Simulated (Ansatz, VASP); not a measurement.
# One calculation of Y, two programs

```xyz
2
Lattice="3.6792 0.0000 0.0000 -1.8396 3.1863 0.0000 0.0000 0.0000 5.6612" Properties=species:S:1:pos:R:3 pbc="T T T"
Y     0.0000    2.1242    1.4153
Y     1.8396    1.0621    4.2459
```

Change from the starting cell: z stretched by -1.5 % at fixed volume, PAW files.

Alike in both runs: task electric field gradients; functional PBE; k mesh 12 × 12 × 7; occupations fermi-dirac, width 0.08 eV; no spin polarisation.

|  | VASP | Ansatz |
| --- | --- | --- |
| version | VASP 6.6.1 | Ansatz 0.2.0 |
| potentials or method | VASP PAW PBE potentials, release 64 (Y_sv) | PAW with Ansatz's default frozen-core files, scalar-relativistic |
| plane-wave cutoff (eV) | 520 | 420 |
| valence electrons in the cell | 22 | 22 |

Ansatz gave:

* pressure (GPa): -0.3
* traceless stress, the component that is largest in VASP (GPa): 0.49
* size of Vzz on the site where it differs most (V/Å²): 34.9

Problem. Which values does VASP return?

Solution. Pressure (GPa): -0.4; traceless stress, the component that is largest in VASP (GPa): 0.49; size of Vzz on the site where it differs most (V/Å²): 33.2.

With one functional, cell and mesh, what is left measures potentials, basis and numerics.
